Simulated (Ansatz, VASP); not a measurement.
# SnO in VASP and in Ansatz

The input POSCAR:

```
SnO
1.0
    3.8540886645      0.0000000000      0.0000000000
    0.0000000000      3.8540886645      0.0000000000
    0.0000000000      0.0000000000      4.7061646161
Sn O
2 2
Direct
    0.0000000000      0.5000000000      0.2385000000
    0.5000000000      0.0000000000      0.7615000000
    0.0000000000      0.0000000000      0.0000000000
    0.5000000000      0.5000000000      0.0000000000
```

The input INCAR.step1:

```
PREC = Accurate
ENCUT = 520
ISMEAR = 0
SIGMA = 0.03
LREAL = False
LASPH = True
NELM = 60
NBANDS = 28
GGA = PE
ALGO = Normal
EDIFF = 1E-4
LWAVE = True
LCHARG = False
```

Contents of INCAR.step2:

```
PREC = Accurate
ENCUT = 520
EDIFF = 1E-6
ISMEAR = 0
SIGMA = 0.03
LREAL = False
LASPH = True
NELM = 60
ALGO = Normal
ISIF = 2
LWAVE = False
LCHARG = False
METAGGA = R2SCAN
LMIXTAU = True
NBANDS = 28
ISTART = 1
```

KPOINTS

```
Automatic mesh
0
Gamma
  10 10 8
```

Input for Ansatz:

```yaml
crystal:
  lattice:
    - [3.8540886645, 0.0, 0.0]
    - [0.0, 3.8540886645, 0.0]
    - [0.0, 0.0, 4.7061646161]
  atoms:
    - { symbol: Sn, position: [0.0, 0.5, 0.2385] }
    - { symbol: Sn, position: [0.5, 0.0, 0.7615] }
    - { symbol: O, position: [0.0, 0.0, 0.0] }
    - { symbol: O, position: [0.5, 0.5, 0.0] }
basis:
  ecutwfc: 500
kpoints:
  mp_grid: { grid: [10, 10, 8] }
hamiltonian:
  xc: r2scan
scf:
  occupations: { method: gaussian, width: 0.03 }
output:
  forces: true
  stress: true
  eigenvalues: true
```

Alike in both runs: task single point; functional r2SCAN; k mesh 10 × 10 × 8; occupations gaussian, width 0.03 eV; no spin polarisation.

```csv
,VASP,Ansatz
version,VASP 6.6.1,Ansatz 0.2.0
potentials or method,"VASP PAW PBE potentials, release 64 (Sn_d, O), cutoff 520 eV","scalar-relativistic, plane waves, PAW"
valence electrons in the cell,40,40
```

Ansatz gave:

| Quantity | Value |
| --- | --- |
| gap on the k mesh at the Fermi level (eV) | 0.35 |
| least direct gap on the mesh (eV) | 2.24 |
| pressure (GPa) | -0.6 |
| traceless stress, the component that is largest in VASP (GPa) | 2.02 |
| rms of the force components (eV/Å) | 0.013 |

Question: Which values does VASP return?

Answer: gap on the k mesh at the Fermi level (eV): 0.36; least direct gap on the mesh (eV): 2.23; pressure (GPa): 0.0; traceless stress, the component that is largest in VASP (GPa): 1.94; rms of the force components (eV/Å): 0.070.

VASP's potentials were made for PBE, not for r2SCAN. Atom by atom the forces differ by 0.057 eV/Å (rms over components).
